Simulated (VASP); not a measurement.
A run of VASP 6.6.1:

INCAR

```
PREC = Accurate ; ENCUT = 520
EDIFF = 1E-7 ; ISMEAR = 0
SIGMA = 0.15 ; LREAL = False
LASPH = True ; NELM = 100
ALGO = Normal ; ISIF = 2
LWAVE = False ; LCHARG = False
GGA = PE ; IVDW = 12
NBANDS = 14
```

The input KPOINTS:

```
Automatic mesh
0
Gamma
  18 18 6
```

File POSCAR:

```
Al
1.0
    2.8505389676      0.0000000000      0.0000000000
   -1.4252694838      2.4686391604      0.0000000000
    0.0000000000      0.0000000000      9.5490204876
Al
4
Direct
    0.0000000000      0.0000000000      0.0000000000
    0.3333333333      0.6666666667      0.2500000000
    0.0000000000      0.0000000000      0.5000000000
    0.6666666667      0.3333333333      0.7500000000
```

Potentials or basis: VASP PAW PBE potentials, release 64 (Al).

Launch:

```sh
$ cat potpaw_PBE.64/Al/POTCAR > POTCAR
$ mpirun -np 1 vasp_std > vasp.out
```

Hardware: 1 thread of Intel(R) Xeon(R) Platinum 8488C (Sapphire Rapids), on a shared host.

Q: Estimate the wall time of this run.

A: Run time: 100 s on 1 thread of Intel(R) Xeon(R) Platinum 8488C (Sapphire Rapids), with other jobs on the host, peak memory 0.25 GiB. Counts: scf iterations 13, k points 148.
